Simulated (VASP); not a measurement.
Here is a VASP 6.6.1 calculation.

File INCAR:

```
ALGO     = Normal         # electronic algorithm
EDIFF    = 1E-7           # SCF threshold, eV
ENCUT    = 520            # plane-wave cutoff, eV
GGA      = PS             # functional
ISIF     = 2              # what is computed and relaxed
ISMEAR   = -1             # smearing method
LASPH    = T              # aspherical terms in the spheres
LCHARG   = F              # write CHGCAR
LREAL    = F              # projectors in reciprocal space
LWAVE    = F              # write WAVECAR
NBANDS   = 16             # bands
NELM     = 100            # most SCF steps
PREC     = Accurate       # precision mode
SIGMA    = 0.05           # smearing width, eV
```

KPOINTS

```
k-points
0
Gamma
  6 6 6
```

The input POSCAR:

```
HgTe
1.0
    0.0000000000      3.2145000000      3.2466450000
    3.2145000000      0.0000000000      3.2466450000
    3.2145000000      3.2145000000      0.0000000000
Hg Te
1 1
Direct
    0.0000000000      0.0000000000      0.0000000000
    0.7500000000      0.7500000000      0.7500000000
```

Potentials or basis: VASP PAW PBE potentials, release 64 (Hg, Te).

Command:

```bash
$ cat potpaw_PBE.64/Hg/POTCAR potpaw_PBE.64/Te/POTCAR > POTCAR
$ mpirun -np 1 vasp_std > vasp.out
```

(1) Estimate the pressure.

(2) Predict the band gap on the k mesh.

Results:

(1) 1.4 GPa.

(2) zero (filled and empty bands touch).

Caveat: the PAW data sets were made with another functional, which shifts forces and pressure a little; spin-orbit coupling is left out, which moves the levels of the heavy elements.
